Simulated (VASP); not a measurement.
# TaC (Fm-3m) in VASP: settings compared

Aim: see how the results for TaC move with the level of theory and the settings. Levels: LDA, PBEsol, r2SCAN. Tasks: electric field gradients.

Program: VASP 6.6.1. These are calculated values, not measurements. Logs are shortened: lines on timing, memory, paths and dates and some standing lists are left out, and cuts for length are marked.

### Step 1. The cell of the first run

It takes space group Fm-3m (No. 225, cubic). Conventional cell: a = 4.454 Å, b = 4.454 Å, c = 4.454 Å, α = 90.00°, β = 90.00°, γ = 90.00°. Ta (site symmetry m-3m) has 6 C at 2.23 Å within 2.9 Å. C (site symmetry m-3m) has 6 Ta at 2.23 Å within 2.9 Å.

### Step 2. Electric field gradients, LDA

Input file INCAR:

```
SYSTEM = TaC
PREC     = Accurate       ! precision mode
ENCUT    = 520            ! plane-wave cutoff, eV
EDIFF    = 1E-8           ! SCF threshold, eV
ISMEAR   = -1             ! smearing method
SIGMA    = 0.05           ! smearing width, eV
LREAL    = .FALSE.        ! projectors in reciprocal space
LASPH    = .TRUE.         ! aspherical terms in the spheres
NELM     = 120            ! most SCF steps
ALGO     = Normal         ! electronic algorithm
ISIF     = 2              ! what is computed and relaxed
LWAVE    = .FALSE.        ! write WAVECAR
LCHARG   = .FALSE.        ! write CHGCAR
GGA      = CA             ! functional
LEFG     = .TRUE.       
NBANDS   = 14             ! bands
GGA_COMPAT= .FALSE.
```

Input file KPOINTS:

```
regular mesh
0
G
  16 16 16
  0 0 0
```

Input file POSCAR:

```
TaC
1.0
    0.0000000000      2.2270000000      2.2270000000
    2.2270000000      0.0000000000      2.2270000000
    2.2270000000      2.2270000000      0.0000000000
Ta C
1 1
Direct
    0.0000000000      0.0000000000      0.0000000000
    0.5000000000      0.5000000000      0.5000000000
```

Potentials or basis: VASP PAW LDA potentials, release 64 (Ta_pv, C).

Command:

```
> cat potpaw_LDA.64/Ta_pv/POTCAR potpaw_LDA.64/C/POTCAR > POTCAR
> mpirun -np 1 vasp_std > vasp.out
```

OUTCAR:

```text
SYSTEM = TaC
   PREC = Accurate
   ENCUT = 520
   EDIFF = 1E-8
   ISMEAR = -1
   LREAL = .FALSE.
   LASPH = .TRUE.
   NELM = 120
   ISIF = 2
   GGA = CA

 ion  position               nearest neighbor table
   1  0.000  0.000  0.000-   2 2.23   2 2.23   2 2.23   2 2.23   2 2.23   2 2.23
   2  0.500  0.500  0.500-   1 2.23   1 2.23   1 2.23   1 2.23   1 2.23   1 2.23

  LATTYP: Found a face centered cubic cell.
 ALAT       =     4.4540000000

  Lattice vectors:

 A1 = (   0.0000000000,   2.2270000000,   2.2270000000)
 A2 = (   2.2270000000,   0.0000000000,   2.2270000000)
 A3 = (   2.2270000000,   2.2270000000,   0.0000000000)

Analysis of symmetry for initial positions (statically):
=====================================================================
 Subroutine PRICEL returns:
 Original cell was already a primitive cell.

 Routine SETGRP: Setting up the symmetry group for a
 face centered cubic supercell.

 Subroutine GETGRP returns: Found 48 space group operations
 (whereof 48 operations were pure point group operations)
 out of a pool of 48 trial point group operations.

The static configuration has the point symmetry O_h .

Analysis of symmetry for dynamics (positions and initial velocities):
=====================================================================
 Subroutine PRICEL returns:
 Original cell was already a primitive cell.

 Routine SETGRP: Setting up the symmetry group for a
 face centered cubic supercell.

 Subroutine GETGRP returns: Found 48 space group operations
 (whereof 48 operations were pure point group operations)
 out of a pool of 48 trial point group operations.

The dynamic configuration has the point symmetry O_h .

 Subroutine INISYM returns: Found 48 space group operations
 (whereof 48 operations are pure point group operations),
 and found     1 'primitive' translations

----------------------------------------------------------------------------------------

                                     Primitive cell

  volume of cell :      22.0897

  direct lattice vectors                    reciprocal lattice vectors
     0.000000000  2.227000000  2.227000000    -0.224517288  0.224517288  0.224517288
     2.227000000  0.000000000  2.227000000     0.224517288 -0.224517288  0.224517288
     2.227000000  2.227000000  0.000000000     0.224517288  0.224517288 -0.224517288

  length of vectors
     3.149453603  3.149453603  3.149453603     0.388875350  0.388875350  0.388875350

  position of ions in fractional coordinates (direct lattice)
     0.000000000  0.000000000  0.000000000
     0.500000000  0.500000000  0.500000000

  ion indices of the primitive-cell ions
   primitive index   ion index
                 1           1
                 2           2

----------------------------------------------------------------------------------------

 KPOINTS: regular mesh

Automatic generation of k-mesh.
 Grid dimensions read from file:
 generate k-points for:   16   16   16

 Generating k-lattice:

  Cartesian coordinates                     Fractional coordinates (reciprocal lattice)
    -0.014032330  0.014032330  0.014032330     0.062500000  0.000000000  0.000000000
     0.014032330 -0.014032330  0.014032330     0.000000000  0.062500000  0.000000000
     0.014032330  0.014032330 -0.014032330     0.000000000  0.000000000  0.062500000

  Length of vectors
     0.024304709  0.024304709  0.024304709

  Shift w.r.t. Gamma in fractional coordinates (k-lattice)
     0.000000000  0.000000000  0.000000000

 Subroutine IBZKPT returns following result:
 ===========================================

 Found    145 irreducible k-points:

 Following reciprocal coordinates:
            Coordinates               Weight
  0.000000  0.000000  0.000000      1.000000
  0.062500  0.000000  0.000000      8.000000
  0.125000  0.000000  0.000000      8.000000
  0.187500  0.000000  0.000000      8.000000
  0.250000  0.000000  0.000000      8.000000
  0.312500  0.000000  0.000000      8.000000
[... 16 lines left out ...]
 -0.125000  0.062500  0.000000     24.000000
 -0.062500  0.062500  0.000000     12.000000
 [... further k-points ...]
   k-points           NKPTS =    145   k-points in BZ     NKDIM =    145   number of bands    NBANDS=     14
   number of dos      NEDOS =    301   number of ions     NIONS =      2
   total plane-waves  NPLWV =  13824
   dimension x,y,z NGX =    24 NGY =   24 NGZ =   24
   dimension x,y,z NGXF=    48 NGYF=   48 NGZF=   48
   ions per type =               1   1
   NGX,Y,Z   is equivalent  to a cutoff of  12.67, 12.67, 12.67 a.u.
   NGXF,Y,Z  is equivalent  to a cutoff of  25.34, 25.34, 25.34 a.u.
 SYSTEM =  TaC
   PREC   = accura    normal or accurate (medium, high low for compatibility)
   ISTART =      0    job   : 0-new  1-cont  2-samecut
   ICHARG =      2    charge: 1-file 2-atom 10-const
   ISPIN  =      1    spin polarized calculation?
   LNONCOLLINEAR =      F non collinear calculations
   LSORBIT =      F    spin-orbit coupling
   LASPH  =      T    aspherical Exc in radial PAW
   ENCUT  =  520.0 eV  38.22 Ry    6.18 a.u.   5.86  5.86  5.86*2*pi/ulx,y,z
   NELM   =    120;   NELMIN=  2; NELMDL= -5     # of ELM steps
   EDIFF  = 0.1E-07   stopping-criterion for ELM
   LREAL  =      F    real-space projection
   EDIFFG = 0.1E-06   stopping-criterion for IOM
   NSW    =      0    number of steps for IOM
   IBRION =     -1    ionic relax: 0-MD 1-quasi-New 2-CG
   NFREE  =      0    steps in history (QN), initial steepest desc. (CG)
   ISIF   =      2    stress and relaxation
   ISYM   =      2    0-nonsym 1-usesym 2-fastsym
   POTIM  = 0.5000    time-step for ionic-motion
   TEBEG  =    0.0;   TEEND  =   0.0 temperature during run
   PSTRESS=    0.0 pullay stress
   NELECT =      15.0000    total number of electrons
   NUPDOWN=      -1.0000    fix difference up-down
   EMIN   =  10.00;   EMAX   =-10.00  energy-range for DOS
   EFERMI =   0.00;   METHOD = LEGACY
   ISMEAR =    -1;   SIGMA  =   0.05  broadening in eV -4-tet -1-fermi 0-gaus
   EFERMI_NEDOS =   21; number of points for ismear=-14 and -15
   IALGO  =     38    algorithm
   IMIX   =      4    mixing-type and parameters
     AMIX     =   0.40;   BMIX     =  1.00
     AMIX_MAG =   1.60;   BMIX_MAG =  1.00
  volume/ion in A,a.u.               =      11.04        74.53
  Fermi-wavevector in a.u.,A,eV,Ry     =   1.438937  2.719196 28.171393  2.070539
  Thomas-Fermi vector in A             =   2.557848
   LORBIT       =      0    0 simple, 1 ext, 2 COOP (PROOUT), +10 PAW based schemes
   GGA     = CA    functional components
   LHFCALC =     F    Hartree Fock is set to
   AEXX    =    0.0000 exact exchange contribution
   IVDW    =     0    specifies the selected vdW correction
   LEPSILON=     F    determine dielectric tensor
   LRPA    =     F    only Hartree local field effects (RPA)
 non-spin polarized calculation
  energy-cutoff  :      520.00
  volume of cell :       22.09
 maximum number of plane-waves:       609
   NGX = 11   NGY = 11   NGZ = 11

 number of electron      15.0000000 magnetization

 Free energy of the ion-electron system (eV)
  ---------------------------------------------------
  ext. energy  EPLUGINS =         0.00000000
  ---------------------------------------------------
  free energy    TOTEN  =       -24.28353339 eV

  energy without entropy =      -24.28024489  energy(sigma->0) =      -24.28188914

 E-fermi :   8.2807     XC(G=0): -13.3823

 val. band max:        8.2517997978   @ k =   0.4375   0.1875   0.0625
 cond. band min:       8.2879211921   @ k =   0.1250   0.0625   0.0000
 fundamental gap:      0.0361213943
 Fermi energy:         8.2806518488

 k-point     1 :       0.0000    0.0000    0.0000
  band No.  band energies     occupation
      1     -26.5466      2.00000
      2     -26.5466      2.00000
      3     -26.5466      2.00000
      4      -6.3168      2.00000
      5       6.9377      2.00000
      6       6.9377      2.00000
      7       6.9377      2.00000
      8       7.8798      1.99934
      9       7.8798      1.99934
     10       7.8798      1.99934
     11       8.9324      0.00000
     12       8.9324      0.00000
     13      15.0703      0.00000
     14      18.4322      0.00000
[... 377 lines left out ...]
      1     -26.6171      2.00000
      2     -26.5665      2.00000
      3     -26.5489      2.00000
      4      -6.0223      2.00000
      5       5.8769      2.00000
      6       6.0436      2.00000
      7       6.1953      2.00000
      8       7.1060      2.00000
      9       8.0267      1.98763
     10       8.6488      0.00127
     11       9.9339      0.00000
     12      11.0587      0.00000
     13      15.6113      0.00000
     14      19.1583      0.00000

 [... further k-points ...]

------------------------ aborting loop because EDIFF is reached ----------------------------------------

  FORCE on cell =-STRESS in cart. coord.  units (eV):
  Direction    XX          YY          ZZ          XY          YZ          ZX
  --------------------------------------------------------------------------------------
  -------------------------------------------------------------------------------------
  Total       -1.0408678     -1.0408678     -1.0408678      0.0000000      0.0000000      0.0000000
  in kB      -75.4945369    -75.4945369    -75.4945369      0.0000000      0.0000000      0.0000000
  external PRESSURE =     -75.4945369 kB  Pullay stress =       0.0000000 kB

 VOLUME and BASIS-vectors are now :
 -----------------------------------------------------------------------------
  energy-cutoff  :      520.00
  volume of cell :       22.09
      direct lattice vectors                 reciprocal lattice vectors
     0.000000000  2.227000000  2.227000000    -0.224517288  0.224517288  0.224517288
     2.227000000  0.000000000  2.227000000     0.224517288 -0.224517288  0.224517288
     2.227000000  2.227000000  0.000000000     0.224517288  0.224517288 -0.224517288

 POSITION                                       TOTAL-FORCE (eV/Angst)
 -----------------------------------------------------------------------------------
      0.00000      0.00000      0.00000         0.000000     -0.000000      0.000000
      2.22700      2.22700      2.22700         0.000000      0.000000     -0.000000
 -----------------------------------------------------------------------------------
    total drift:                                0.000000     -0.000000     -0.000000

  FREE ENERGIE OF THE ION-ELECTRON SYSTEM (eV)
  ---------------------------------------------------
  free  energy   TOTEN  =       -24.2835333886 eV

  energy  without entropy=      -24.2802448875  energy(sigma->0) =      -24.28188914

 Electric field gradients (V/A^2)
---------------------------------------------------------------------
 ion       V_xx      V_yy      V_zz      V_xy      V_xz      V_yz
---------------------------------------------------------------------
   1      -0.000     0.000    -0.000    -0.000    -0.000    -0.000
   2       0.000    -0.000    -0.000     0.000     0.000     0.000
---------------------------------------------------------------------

 Electric field gradients after diagonalization (V/A^2)
 (convention: |V_zz| > |V_xx| > |V_yy|)
----------------------------------------------------------------------
 ion       V_xx      V_yy      V_zz     asymmetry (V_yy - V_xx)/ V_zz
----------------------------------------------------------------------
   1       0.000     0.000    -0.001       0.000
   2      -0.000    -0.000     0.001       0.000
----------------------------------------------------------------------

           NMR quadrupolar parameters

 Cq : quadrupolar parameter    Cq=e*Q*V_zz/h
 eta: asymmetry parameters     (V_yy - V_xx)/ V_zz
 Q  : nuclear electric quadrupole moment in mb (millibarn)
----------------------------------------------------------------------
 ion       Cq(MHz)       eta       Q (mb)
----------------------------------------------------------------------
   1      -0.000       0.000       1.000
   2       0.000       0.000       1.000
----------------------------------------------------------------------
```

Wall time 14 s (1 thread of Intel Xeon 6975P-C (Granite Rapids), shared host); peak memory 0.16 GiB.

What came out:

- Free energy: -24.2835 eV
- Pressure: -7.5 GPa

Caveat: without QUAD_EFG the Cq values of the log hold for a quadrupole moment of 1 mb, not for the nuclei; spin-orbit coupling is left out, which moves the levels of the heavy elements.

### Step 3. Electric field gradients, PBEsol

Input file INCAR:

```
ALGO = Normal
EDIFF = 1E-8
ENCUT = 520
GGA = PS
GGA_COMPAT = False
ISIF = 2
ISMEAR = -1
LASPH = True
LCHARG = False
LEFG = True
LREAL = False
LWAVE = False
NBANDS = 14
NELM = 120
PREC = Accurate
SIGMA = 0.05
```

Input file KPOINTS:

```
k-points
0
Gamma
  16 16 16
```

POSCAR is that of step 2.

Potentials or basis: VASP PAW PBE potentials, release 64 (Ta_pv, C).

Command:

```
> cat potpaw_PBE.64/Ta_pv/POTCAR potpaw_PBE.64/C/POTCAR > POTCAR
> mpirun -np 1 vasp_std > vasp.out
```

OUTCAR:

```text
EDIFF = 1E-8
   ENCUT = 520
   GGA = PS
   ISIF = 2
   ISMEAR = -1
   LASPH = True
   LREAL = False
   NELM = 120
   PREC = Accurate

 ion  position               nearest neighbor table
   1  0.000  0.000  0.000-   2 2.23   2 2.23   2 2.23   2 2.23   2 2.23   2 2.23
   2  0.500  0.500  0.500-   1 2.23   1 2.23   1 2.23   1 2.23   1 2.23   1 2.23

  LATTYP: Found a face centered cubic cell.
 ALAT       =     4.4540000000

  Lattice vectors:

 A1 = (   0.0000000000,   2.2270000000,   2.2270000000)
 A2 = (   2.2270000000,   0.0000000000,   2.2270000000)
 A3 = (   2.2270000000,   2.2270000000,   0.0000000000)

Analysis of symmetry for initial positions (statically):
[... 617 lines left out ...]
  free  energy   TOTEN  =       -23.5268613059 eV

  energy  without entropy=      -23.5237373308  energy(sigma->0) =      -23.52529932

 Electric field gradients (V/A^2)
---------------------------------------------------------------------
 ion       V_xx      V_yy      V_zz      V_xy      V_xz      V_yz
---------------------------------------------------------------------
   1       0.000    -0.000     0.000    -0.000    -0.000    -0.000
   2      -0.000     0.000    -0.000     0.000     0.000     0.000
---------------------------------------------------------------------

 Electric field gradients after diagonalization (V/A^2)
 (convention: |V_zz| > |V_xx| > |V_yy|)
----------------------------------------------------------------------
 ion       V_xx      V_yy      V_zz     asymmetry (V_yy - V_xx)/ V_zz
----------------------------------------------------------------------
   1       0.000     0.000    -0.001       0.000
   2      -0.000    -0.000     0.001       0.000
----------------------------------------------------------------------

           NMR quadrupolar parameters

 Cq : quadrupolar parameter    Cq=e*Q*V_zz/h
 eta: asymmetry parameters     (V_yy - V_xx)/ V_zz
 Q  : nuclear electric quadrupole moment in mb (millibarn)
----------------------------------------------------------------------
 ion       Cq(MHz)       eta       Q (mb)
----------------------------------------------------------------------
   1      -0.000       0.000       1.000
   2       0.000       0.000       1.000
----------------------------------------------------------------------
```

Run time: 14 s. Hardware: 1 thread of Intel Xeon 6975P-C (Granite Rapids), shared host; peak memory 0.17 GiB.

What came out:

```
Free energy : -23.5269 eV
Pressure    : -2.4 GPa
```

Levels at points of the mesh, in eV from the Fermi level:
```csv
k point,band 4,band 5,band 6,band 7,band 8,band 9,band 10,band 11,band 12,band 13
"(0.00, 0.00, 0.00)",-14.77,-1.34,-1.34,-1.34,-0.41,-0.41,-0.41,0.66,0.66,6.64
"(0.50, 0.00, 0.00)",-10.26,-8.74,-5.46,-5.46,2.74,2.74,3.73,5.41,10.03,10.03
"(0.50, 0.50, 0.00)",-12.64,-4.58,-4.57,-1.71,-1.71,2.63,4.12,4.12,6.87,8.20
```

Caveat: without QUAD_EFG the Cq values of the log hold for a quadrupole moment of 1 mb, not for the nuclei; the PAW data sets were made with another functional, which shifts forces and pressure a little; spin-orbit coupling is left out, which moves the levels of the heavy elements.

(Continued in part 2 of 2.)
